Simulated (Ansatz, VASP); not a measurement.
**AlNi: VASP beside Ansatz**

```
CELL_PARAMETERS angstrom
2.88100 0.00000 0.00000
0.00000 2.88100 0.00000
0.00000 0.00000 2.88100
ATOMIC_POSITIONS crystal
Ni 0.50000 0.50000 0.50000
Al 0.00000 0.00000 0.00000
```

Alike in both runs: functional PBEsol-based screened hybrid with a share of 0.25 of exact exchange and HFSCREEN = 0.207; k mesh 5 × 5 × 5; occupations fermi-dirac, width 0.05 eV; collinear spin.

```csv
,VASP,Ansatz
version,VASP 6.6.1,Ansatz 0.2.0
potentials or method,"VASP PAW PBE potentials, release 64 (Ni, Al)",Ansatz PAW
plane-wave cutoff (eV),520,420
valence electrons in the cell,13,21
task,single point,band structure
```

Ansatz gave:

* gap on the k mesh at the Fermi level (eV): none
* pressure (GPa): -6.1
* net moment per atom (μB): 0.22
* size of the moment on the site where the two differ most (μB): 0.41

What did VASP give for the same quantities?

gap on the k mesh at the Fermi level (eV): none; pressure (GPa): -5.8; net moment per atom (μB): 0.22; size of the moment on the site where the two differ most (μB): 0.39.

VASP's potentials were made for PBE, not for PBEsol-based screened hybrid. Site moments also hang on the region over which each program counts them. A gap of «none» marks a metal or a gap that the smearing closes. The functional is the same, so the differences come from potentials, cutoffs and numerics. VASP's potentials hold 13 valence electrons a cell and Ansatz's 21, so a difference there can come from the potentials and not from the codes.

The k mesh is coarse, so the values compare programs but aren't converged. Noted on Ansatz's run: the magnetic or orbital state may not be the lowest.
